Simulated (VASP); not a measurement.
# Ti6H in VASP: notebook

Runs on Ti6H. Level: PBE. Tasks: single point.

Everything below comes from runs of VASP 6.6.1. Logs are shortened: lines on timing, memory, paths and dates and some standing lists are left out, and cuts for length are marked.

**1. The cell of the first run**

The cell holds a slab with vacuum, 14 atoms: a = 5.664 Å, b = 4.579 Å, c = 24.551 Å, α = 90.00°, β = 90.00°, γ = 90.00°.

**2. Single point, PBE**

Contents of INCAR:

```
SYSTEM = Ti6H
  PREC = Accurate
  ENCUT = 520
  EDIFF = 1E-7
  ISMEAR = 0
  SIGMA = 0.1
  LREAL = .FALSE.
  LASPH = .TRUE.
  NELM = 100
  ALGO = Normal
  ISIF = 2
  LWAVE = .FALSE.
  LCHARG = .TRUE.
  LDIPOL = .TRUE.
  IDIPOL = 3
  DIPOL = 0.5 0.5 0.324
  GGA = PE
  LELF = .TRUE.
  LVHAR = .TRUE.
  LVACPOTAV = .TRUE.
  NBANDS = 86
```

Contents of KPOINTS:

```
Automatic mesh
0
G
  5 6 1
  0 0 0
```

Contents of POSCAR:

```
Ti6H
1.0
    5.6639455763      0.0000000000      0.0000000000
    0.0000000000      4.5793473381      0.0000000000
    0.0000000000      0.0000000000     24.5506933039
Ti H
12 2
Direct
    0.2500000000      0.0000000000      0.1629281891
    0.7500000000      0.0000000000      0.1629281891
    0.0000000000      0.5000000000      0.2167736627
    0.5000000000      0.5000000000      0.2167736627
    0.2500000000      0.0000000000      0.2706191363
    0.7500000000      0.0000000000      0.2706191363
    0.2500000000      0.5000000000      0.3256599435
    0.7500000000      0.5000000000      0.3256599435
    0.0000000000      0.0000000000      0.3779650127
    0.5000000000      0.0000000000      0.3779650127
    0.2500000000      0.5000000000      0.4297513383
    0.7500000000      0.5000000000      0.4297513383
   -0.1973006246      0.0000000000      0.4871835250
    0.1973006246      0.0000000000      0.4871835250
```

Potentials or basis: VASP PAW PBE potentials, release 64 (Ti_sv, H).

Command:

```sh
> cat potpaw_PBE.64/Ti_sv/POTCAR potpaw_PBE.64/H/POTCAR > POTCAR
> mpirun -np 1 vasp_std > vasp.out
```

OUTCAR:

```text
SYSTEM = Ti6H
   PREC = Accurate
   ENCUT = 520
   EDIFF = 1E-7
   ISMEAR = 0
   LREAL = .FALSE.
   LASPH = .TRUE.
   NELM = 100
   ISIF = 2
   GGA = PE

 ion  position               nearest neighbor table
   1  0.250  0.000  0.163-   5 2.64   2 2.83   2 2.83
   2  0.750  0.000  0.163-   6 2.64   1 2.83   1 2.83
   3  0.000  0.500  0.217-   4 2.83   4 2.83
   4  0.500  0.500  0.217-   3 2.83   3 2.83
   5  0.250  0.000  0.271-   1 2.64   7 2.66   7 2.66   6 2.83   6 2.83
   6  0.750  0.000  0.271-   2 2.64   8 2.66   8 2.66   5 2.83   5 2.83
   7  0.250  0.500  0.326-  11 2.56   5 2.66   5 2.66   8 2.83   8 2.83
   8  0.750  0.500  0.326-  12 2.56   6 2.66   6 2.66   7 2.83   7 2.83
   9  0.000  0.000  0.378-  10 2.83  10 2.83
  10  0.500  0.000  0.378-   9 2.83   9 2.83
  11  0.250  0.500  0.430-   7 2.56  12 2.83  12 2.83
  12  0.750  0.500  0.430-   8 2.56  11 2.83  11 2.83
  13  0.803  0.000  0.487-
  14  0.197  0.000  0.487-

  LATTYP: Found a simple orthorhombic cell.
 ALAT       =     4.5793473381
 B/A-ratio  =     1.2368455935
 C/A-ratio  =     5.3611773668

  Lattice vectors:

 A1 = (   0.0000000000,  -4.5793473381,   0.0000000000)
 A2 = (   5.6639455763,   0.0000000000,   0.0000000000)
 A3 = (   0.0000000000,   0.0000000000,  24.5506933039)

Analysis of symmetry for initial positions (statically):
=====================================================================
 Subroutine PRICEL returns:
 Original cell was already a primitive cell.

 Routine SETGRP: Setting up the symmetry group for a
 simple orthorhombic supercell.

 Subroutine GETGRP returns: Found  4 space group operations
 (whereof  4 operations were pure point group operations)
 out of a pool of  8 trial point group operations.

The static configuration has the point symmetry C_2v.

Analysis of symmetry for dynamics (positions and initial velocities):
=====================================================================
 Subroutine PRICEL returns:
 Original cell was already a primitive cell.

 Routine SETGRP: Setting up the symmetry group for a
 simple orthorhombic supercell.

 Subroutine GETGRP returns: Found  4 space group operations
 (whereof  4 operations were pure point group operations)
 out of a pool of  8 trial point group operations.

The dynamic configuration has the point symmetry C_2v.

 Subroutine INISYM returns: Found  4 space group operations
 (whereof  4 operations are pure point group operations),
 and found     1 'primitive' translations

----------------------------------------------------------------------------------------

                                     Primitive cell

  volume of cell :     636.7756

  direct lattice vectors                    reciprocal lattice vectors
     5.663945576  0.000000000  0.000000000     0.176555369  0.000000000  0.000000000
     0.000000000  4.579347338  0.000000000     0.000000000  0.218371730  0.000000000
     0.000000000  0.000000000 24.550693304     0.000000000  0.000000000  0.040732047

  length of vectors
     5.663945576  4.579347338 24.550693304     0.176555369  0.218371730  0.040732047

  position of ions in fractional coordinates (direct lattice)
     0.250000000  0.000000000  0.162928189
     0.750000000  0.000000000  0.162928189
     0.000000000  0.500000000  0.216773663
     0.500000000  0.500000000  0.216773663
     0.250000000  0.000000000  0.270619136
     0.750000000  0.000000000  0.270619136
     0.250000000  0.500000000  0.325659943
     0.750000000  0.500000000  0.325659943
     0.000000000  0.000000000  0.377965013
     0.500000000  0.000000000  0.377965013
     0.250000000  0.500000000  0.429751338
     0.750000000  0.500000000  0.429751338
     0.802699375  0.000000000  0.487183525
     0.197300625  0.000000000  0.487183525

  ion indices of the primitive-cell ions
   primitive index   ion index
                 1           1
                 2           2
                 3           3
                 4           4
[... 24 lines left out ...]
     0.000000000  0.000000000  0.040732047     0.000000000  0.000000000  1.000000000

  Length of vectors
     0.035311074  0.036395288  0.040732047

  Shift w.r.t. Gamma in fractional coordinates (k-lattice)
     0.000000000  0.000000000  0.000000000

 Subroutine IBZKPT returns following result:
 ===========================================

 Found     12 irreducible k-points:

 Following reciprocal coordinates:
            Coordinates               Weight
  0.000000  0.000000  0.000000      1.000000
  0.200000  0.000000  0.000000      2.000000
  0.400000  0.000000  0.000000      2.000000
  0.000000  0.166667  0.000000      2.000000
  0.200000  0.166667  0.000000      4.000000
  0.400000  0.166667  0.000000      4.000000
  0.000000  0.333333  0.000000      2.000000
  0.200000  0.333333  0.000000      4.000000
  0.400000  0.333333  0.000000      4.000000
  0.000000  0.500000  0.000000      1.000000
  0.200000  0.500000  0.000000      2.000000
  0.400000  0.500000  0.000000      2.000000
   k-points           NKPTS =     12   k-points in BZ     NKDIM =     12   number of bands    NBANDS=     86
   number of dos      NEDOS =    301   number of ions     NIONS =     14
   total plane-waves  NPLWV = 290304
   dimension x,y,z NGX =    42 NGY =   36 NGZ =  192
   dimension x,y,z NGXF=    84 NGYF=   72 NGZF=  384
   ions per type =              12   2
   NGX,Y,Z   is equivalent  to a cutoff of  12.33, 13.07, 13.00 a.u.
   NGXF,Y,Z  is equivalent  to a cutoff of  24.66, 26.14, 26.00 a.u.
 SYSTEM =  Ti6H
   PREC   = accura    normal or accurate (medium, high low for compatibility)
   ISTART =      0    job   : 0-new  1-cont  2-samecut
   ICHARG =      2    charge: 1-file 2-atom 10-const
   ISPIN  =      1    spin polarized calculation?
   LNONCOLLINEAR =      F non collinear calculations
   LSORBIT =      F    spin-orbit coupling
   LASPH  =      T    aspherical Exc in radial PAW
   ENCUT  =  520.0 eV  38.22 Ry    6.18 a.u.  10.53  8.51 45.65*2*pi/ulx,y,z
   NELM   =    100;   NELMIN=  2; NELMDL= -5     # of ELM steps
   EDIFF  = 0.1E-06   stopping-criterion for ELM
   LREAL  =      F    real-space projection
   EDIFFG = 0.1E-05   stopping-criterion for IOM
   NSW    =      0    number of steps for IOM
   IBRION =     -1    ionic relax: 0-MD 1-quasi-New 2-CG
   NFREE  =      0    steps in history (QN), initial steepest desc. (CG)
   ISIF   =      2    stress and relaxation
   ISYM   =      2    0-nonsym 1-usesym 2-fastsym
   POTIM  = 0.5000    time-step for ionic-motion
   TEBEG  =    0.0;   TEEND  =   0.0 temperature during run
   PSTRESS=    0.0 pullay stress
   NELECT =     146.0000    total number of electrons
   NUPDOWN=      -1.0000    fix difference up-down
   EMIN   =  10.00;   EMAX   =-10.00  energy-range for DOS
   EFERMI =   0.00;   METHOD = LEGACY
   ISMEAR =     0;   SIGMA  =   0.10  broadening in eV -4-tet -1-fermi 0-gaus
   EFERMI_NEDOS =   21; number of points for ismear=-14 and -15
   IALGO  =     38    algorithm
   IMIX   =      4    mixing-type and parameters
     AMIX     =   0.40;   BMIX     =  1.00
     AMIX_MAG =   1.60;   BMIX_MAG =  1.00
  volume/ion in A,a.u.               =      45.48       306.94
  Fermi-wavevector in a.u.,A,eV,Ry     =   1.001991  1.893488 13.660047  1.003985
  Thomas-Fermi vector in A             =   2.134449
   LORBIT       =      0    0 simple, 1 ext, 2 COOP (PROOUT), +10 PAW based schemes
   GGA     = PE    functional components
   LHFCALC =     F    Hartree Fock is set to
   AEXX    =    0.0000 exact exchange contribution
   IVDW    =     0    specifies the selected vdW correction
   LEPSILON=     F    determine dielectric tensor
   LRPA    =     F    only Hartree local field effects (RPA)
 non-spin polarized calculation
 Gauss-broadening in eV      SIGMA  =   0.10
  energy-cutoff  :      520.00
  volume of cell :      636.78
 maximum number of plane-waves:     17211
 NGX is ok and might be reduce to    42
   NGX = 21   NGY = 17   NGZ = 91

 dipolmoment           0.000000      0.000000     -0.325101 electrons x Angstroem

 number of electron     146.0000059 magnetization

 dipolmoment           0.000000      0.000000      0.141983 electrons x Angstroem

 Free energy of the ion-electron system (eV)
  ---------------------------------------------------
  ext. energy  EPLUGINS =         0.00000000
  ---------------------------------------------------
  free energy    TOTEN  =       -92.16552854 eV

  energy without entropy =      -92.07736546  energy(sigma->0) =      -92.12144700

 E-fermi :   0.2159     XC(G=0):  -4.7753

 val. band max:        0.1759150658   @ k =   0.0000   0.0000   0.0000
 cond. band min:       0.2303287295   @ k =   0.4000   0.0000   0.0000
 fundamental gap:      0.0544136637
 Fermi energy:         0.2158549287

 k-point     1 :       0.0000    0.0000    0.0000
  band No.  band energies     occupation
      1     -56.7857      2.00000
      2     -56.7423      2.00000
      3     -56.7238      2.00000
      4     -56.6804      2.00000
      5     -56.6426      2.00000
      6     -56.6272      2.00000
[... 1045 lines left out ...]
     84       0.8316      0.00000
     85       0.8577      0.00000
 [bands above 85 left out]

------------------------ aborting loop because EDIFF is reached ----------------------------------------

  FORCE on cell =-STRESS in cart. coord.  units (eV):
  Direction    XX          YY          ZZ          XY          YZ          ZX
  --------------------------------------------------------------------------------------
  -------------------------------------------------------------------------------------
  Total       -5.1345322    -14.0924113     -8.2073062      0.0000000      0.0000000      0.0000000
  in kB      -12.9188855    -35.4576112    -20.6502255      0.0000000      0.0000000      0.0000000
  external PRESSURE =     -23.0089074 kB  Pullay stress =       0.0000000 kB

 VOLUME and BASIS-vectors are now :
 -----------------------------------------------------------------------------
  energy-cutoff  :      520.00
  volume of cell :      636.78
      direct lattice vectors                 reciprocal lattice vectors
     5.663945576  0.000000000  0.000000000     0.176555369  0.000000000  0.000000000
     0.000000000  4.579347338  0.000000000     0.000000000  0.218371730  0.000000000
     0.000000000  0.000000000 24.550693304     0.000000000  0.000000000  0.040732047

 POSITION                                       TOTAL-FORCE (eV/Angst)
 -----------------------------------------------------------------------------------
      1.41599      0.00000      4.00000        -0.000967      0.000000      0.476860
      4.24796      0.00000      4.00000         0.000967     -0.000000      0.476860
      0.00000      2.28967      5.32194         0.000000      0.000000     -0.091490
      2.83197      2.28967      5.32194         0.000000      0.000000     -0.091662
      1.41599      0.00000      6.64389         0.004000      0.000000     -0.378756
      4.24796      0.00000      6.64389        -0.004000      0.000000     -0.378756
      1.41599      2.28967      7.99518        -0.010461      0.000000      0.083250
      4.24796      2.28967      7.99518         0.010461      0.000000      0.083250
      0.00000      0.00000      9.27930         0.000000      0.000000      0.865593
      2.83197      0.00000      9.27930         0.000000      0.000000      0.139150
      1.41599      2.28967     10.55069        -0.068521     -0.000000      0.857411
      4.24796      2.28967     10.55069         0.068521      0.000000      0.857411
      4.54645      0.00000     11.96069        -0.208996      0.000000     -1.449560
      1.11750      0.00000     11.96069         0.208996      0.000000     -1.449560
 -----------------------------------------------------------------------------------
    total drift:                                0.000000      0.000000     -0.000319

  FREE ENERGIE OF THE ION-ELECTRON SYSTEM (eV)
  ---------------------------------------------------
  free  energy   TOTEN  =       -92.1655285368 eV

  energy  without entropy=      -92.0773654586  energy(sigma->0) =      -92.12144700

 vacuum level on the upper side and lower side of the slab         4.633         3.643
```

Run time: 45 min. Hardware: 1 thread of AMD EPYC 7R43 (Zen 3), shared host; peak memory 0.81 GiB.

Results:

```
Free energy            : -92.1655 eV
Largest force          : 1.465 eV/Å
Band gap on the k mesh : zero (bands 73 and 74 overlap by 0.21 eV)
```

Forces in eV/Å, atoms in the order of the input:
```
Ti  -0.001  0.000  0.477
Ti   0.001  0.000  0.477
Ti   0.000  0.000 -0.091
Ti   0.000  0.000 -0.092
Ti   0.004  0.000 -0.379
Ti  -0.004  0.000 -0.379
Ti  -0.010  0.000  0.083
Ti   0.010  0.000  0.083
Ti   0.000  0.000  0.866
Ti   0.000  0.000  0.139
Ti  -0.069  0.000  0.857
Ti   0.069  0.000  0.857
H   -0.209  0.000 -1.450
H    0.209  0.000 -1.450
```

**3. Single point, PBE**

Contents of INCAR:

```
SYSTEM = Ti6H
ALGO = Normal
DIPOL = 0.5 0.5 0.326
EDIFF = 1E-7
ENCUT = 520
GGA = PE
IDIPOL = 3
ISIF = 2
ISMEAR = 0
LASPH = .TRUE.
LCHARG = .FALSE.
LDIPOL = .TRUE.
LREAL = .FALSE.
LWAVE = .FALSE.
NBANDS = 86
NELM = 100
PREC = Accurate
SIGMA = 0.1
```

Contents of KPOINTS:

```
k-points
0
G
  5 6 1
  0 0 0
```

POSCAR, as its differences from that of step 2:

```diff
@@ -20,3 +20,3 @@
     0.7500000000      0.5000000000      0.4297513383
-   -0.1973006246      0.0000000000      0.4871835250
-    0.1973006246      0.0000000000      0.4871835250
+   -0.1973006246      0.0000000000      0.5002177801
+    0.1973006246      0.0000000000      0.5002177801
```

Potentials or basis: VASP PAW PBE potentials, release 64 (Ti_sv, H).

Command:

```sh
> cat potpaw_PBE.64/Ti_sv/POTCAR potpaw_PBE.64/H/POTCAR > POTCAR
> mpirun -np 1 vasp_std > vasp.out
```

It took 55 min on 1 thread of Intel Xeon Platinum 8259CL at 2.50GHz (Skylake/Cascade Lake), shared host; peak memory 0.9 GiB.

Results (log left out):

```yaml
Free_energy: -91.2771 eV
Largest_force: 1.308 eV/Å
Band_gap_on_the_k_mesh: zero (bands 73 and 74 overlap by 0.21 eV)
```

Forces in eV/Å, atoms in the order of the input:
```
Ti   0.003  0.000  0.472
Ti  -0.003  0.000  0.472
Ti   0.000  0.000 -0.088
Ti   0.000  0.000 -0.081
Ti   0.004  0.000 -0.376
Ti  -0.004  0.000 -0.376
Ti  -0.013  0.000  0.051
Ti   0.013  0.000  0.051
Ti   0.000  0.000  0.539
Ti   0.000  0.000  0.082
Ti  -0.070  0.000  0.934
Ti   0.070  0.000  0.934
H   -0.043  0.000 -1.307
H    0.043  0.000 -1.307
```

Levels at points of the mesh, in eV from the Fermi level:
```tsv
k point	band 69	band 70	band 71	band 72	band 73	band 74	band 75	band 76	band 77	band 78
(0.00, 0.00, 0.00)	-0.60	-0.49	-0.44	-0.14	-0.03	0.07	0.12	0.26	0.27	0.33
(0.00, 0.50, 0.00)	-0.42	-0.26	-0.26	-0.17	-0.13	0.06	0.24	0.33	0.34	0.51
```
